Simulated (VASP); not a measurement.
Runs of VASP 6.6.1 on Cs. The structure is that of space group Im-3m (No. 229), or close to it. The cells are those of the table. 

| task | cell | k mesh | cutoff (eV) | gap on the mesh (eV) | pressure (GPa) |
| --- | --- | --- | --- | --- | --- |
| single point | a = 5.436 Å, angles 109.5°, 1 atom | 12 × 12 × 12 | 520 | none | 0.1 |
| single point | a = 5.511 Å, angles 109.5°, 1 atom | 12 × 12 × 12 | 520 | none | 0.0 |
| single point | a = 5.281 Å, angles 109.5°, 1 atom | 12 × 12 × 12 | 520 | none | 0.3 |
| single point | a = 5.723 Å, angles 109.5°, 1 atom | 12 × 12 × 12 | 520 | none | -0.1 |
| relaxation of cell and atoms | relaxed from a = 5.235 Å, angles 109.5°, 1 atom | 8 × 8 × 8 | 600 | none | 0.0 |
| single point | a = 5.511 Å, angles 109.5°, 1 atom | 8 × 8 × 8 | 520 | none | 0.0 |
| single point | a = 5.654 Å, angles 109.5°, 1 atom | 12 × 12 × 12 | 520 | none | -0.1 |
| single point | a = 5.360 Å, angles 109.5°, 1 atom | 12 × 12 × 12 | 520 | none | (a) |
| single point | a = 5.583 Å, angles 109.5°, 1 atom | 12 × 12 × 12 | 520 | none | -0.1 |

Alike in all rows: level revPBE; potentials or basis VASP PAW PBE potentials, release 64 (Cs_sv); no spin polarisation; smearing fermi-dirac 0.1 eV.

**Question.** Fill in the values left out.

**Answer.** (a) 0.2.

Caveats: the PAW data sets were made with another functional, which shifts forces and pressure a little; spin-orbit coupling is left out, which moves the levels of the heavy elements.

A k mesh can miss the band edges, and the runs leave out spin-orbit coupling on Cs.

A gap of «none» marks levels without a gap at the run's occupations.
